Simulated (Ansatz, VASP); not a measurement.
# Two plane-wave programs on Pt

```
CELL_PARAMETERS angstrom
0.00000 2.01608 2.01608
2.01608 0.00000 2.01608
2.01608 2.01608 0.00000
ATOMIC_POSITIONS crystal
Pt 0.00000 0.00000 0.00000
```

Alike in both runs: task single point; functional PBEsol; k mesh 22 × 22 × 22; occupations gaussian, width 0.15 eV; no spin polarisation.

```csv
,VASP,Ansatz
version,VASP 6.6.1,Ansatz 0.2.0
potentials or method,"VASP PAW PBE potentials, release 64 (Pt), cutoff 520 eV","scalar-relativistic, plane waves, PAW"
valence electrons in the cell,10,18
```

```tsv
	VASP	Ansatz	Ansatz less VASP
gap on the k mesh at the Fermi level (eV)	none	none	-
pressure (GPa)	-19.9	-19.5	+0.33
```

VASP's potentials were made for PBE, not for PBEsol, and Ansatz warns of the same on its side. A gap of «none» marks a metal or a gap that the smearing closes. With one functional, cell and mesh, what is left measures potentials, basis and numerics. VASP's potentials hold 10 valence electrons a cell and Ansatz's 18, so a difference there can come from the potentials and not from the codes.

Neither program's run includes spin-orbit coupling.
